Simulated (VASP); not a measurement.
A run of VASP 6.6.1 is set up as follows.

Contents of INCAR:

```
SYSTEM = Mo3Pt
PREC     = Accurate       ! precision mode
ENCUT    = 520            ! plane-wave cutoff, eV
EDIFF    = 1E-7           ! SCF threshold, eV
ISMEAR   = -1             ! smearing method
SIGMA    = 0.1            ! smearing width, eV
LREAL    = .FALSE.        ! projectors in reciprocal space
LASPH    = .TRUE.         ! aspherical terms in the spheres
NELM     = 60             ! most SCF steps
ALGO     = Normal         ! electronic algorithm
ISIF     = 2              ! what is computed and relaxed
LWAVE    = .FALSE.        ! write WAVECAR
LCHARG   = .TRUE.         ! write CHGCAR
LELF     = .TRUE.         ! ELF
LVHAR    = .TRUE.       
NBANDS   = 34             ! bands
```

Contents of KPOINTS:

```
regular mesh
0
G
  6 6 6
  0 0 0
```

Contents of POSCAR:

```
Mo3Pt
1.0
    4.0262752076      0.0000000000      0.0000000000
    0.0000000000      4.0262752076      0.0000000000
    0.0000000000      0.0000000000      4.0262752076
Mo Pt
3 1
Direct
    0.0000000000      0.5000000000      0.5000000000
    0.5000000000      0.0000000000      0.5000000000
    0.5000000000      0.5000000000      0.0000000000
    0.0000000000      0.0000000000      0.0000000000
```

Potentials or basis: VASP PAW LDA potentials, release 64 (Mo_sv, Pt).

Command:

```console
$ cat potpaw_LDA.64/Mo_sv/POTCAR potpaw_LDA.64/Pt/POTCAR > POTCAR
$ mpirun -np 1 vasp_std > vasp.out
```

Q: Estimate the pressure.

A: -22.1 GPa.

Q: Predict the band gap on the k mesh.

A: Zero (band 26 reaches 13.67 eV, above the bottom of band 27 at 10.47 eV).

Caveat: spin-orbit coupling is left out, which moves the levels of the heavy elements.
